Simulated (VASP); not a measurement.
A run of VASP 6.6.1:

Contents of INCAR:

```
SYSTEM = BAs
ALGO = Normal ; EDIFF = 1E-6
ENCUT = 520 ; GGA = PE
ISIF = 2 ; ISMEAR = 0
LASPH = .TRUE. ; LCHARG = .TRUE.
LELF = .TRUE. ; LREAL = .FALSE.
LVHAR = .TRUE. ; LWAVE = .FALSE.
NBANDS = 11 ; NELM = 60
PREC = Accurate ; SIGMA = 0.01
```

The input KPOINTS:

```
k-points
0
G
  8 8 8
  0 0 0
```

File POSCAR:

```
BAs
1.0
    0.0000000000      2.3885000000      2.3885000000
    2.3885000000      0.0000000000      2.3885000000
    2.3885000000      2.3885000000      0.0000000000
B As
1 1
Direct
    0.0000000000      0.0000000000      0.0000000000
    0.2500000000      0.2500000000      0.2500000000
```

Potentials or basis: VASP PAW PBE potentials, release 64 (B, As).

Command:

```sh
$ cat potpaw_PBE.64/B/POTCAR potpaw_PBE.64/As/POTCAR > POTCAR
$ mpirun -np 1 vasp_std > vasp.out
```

Hardware: 1 thread of Intel(R) Xeon(R) Platinum 8488C (Sapphire Rapids), with other jobs on the host.

Problem. Estimate the wall time of this run.

Solution. Wall time 7.8 s on 1 thread of Intel(R) Xeon(R) Platinum 8488C (Sapphire Rapids), on a shared host, peak memory 0.16 GiB. Counts: scf iterations 12, k points 29.
